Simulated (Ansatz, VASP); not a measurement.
**Two plane-wave programs on BiH2**

```xyz
3
Lattice="2.7877 0.0000 0.0000 -1.3939 2.4143 0.0000 0.0000 0.0000 6.8824" Properties=species:S:1:pos:R:3 pbc="T T T"
Bi    0.0000    0.0000    3.4412
H     0.0000    0.0000    2.0647
H     0.0000    0.0000    4.8176
```

Alike in both runs: task single point; functional PBE; k mesh 6 × 6 × 4; occupations gaussian, width 0.1 eV; no spin polarisation.

```csv
,VASP,Ansatz
version,VASP 6.6.1,Ansatz 0.2.0
potentials or method,"VASP PAW PBE potentials, release 64 (Bi_d, H), cutoff 520 eV","scalar-relativistic, plane waves, PAW"
valence electrons in the cell,17,17
```

Ansatz gave:

```
gap on the k mesh at the Fermi level (eV) : none
rms of the force components (eV/Å)        : 5.878
```

**Question.** What did VASP give for the same quantities?

**Answer.** gap on the k mesh at the Fermi level (eV): none; rms of the force components (eV/Å): 5.603.

Atom by atom the forces differ by 0.275 eV/Å (rms over components). A gap of «none» marks a metal or a gap that the smearing closes.

The k mesh is coarse, so the values compare programs but aren't converged. Spin-orbit coupling is off throughout.
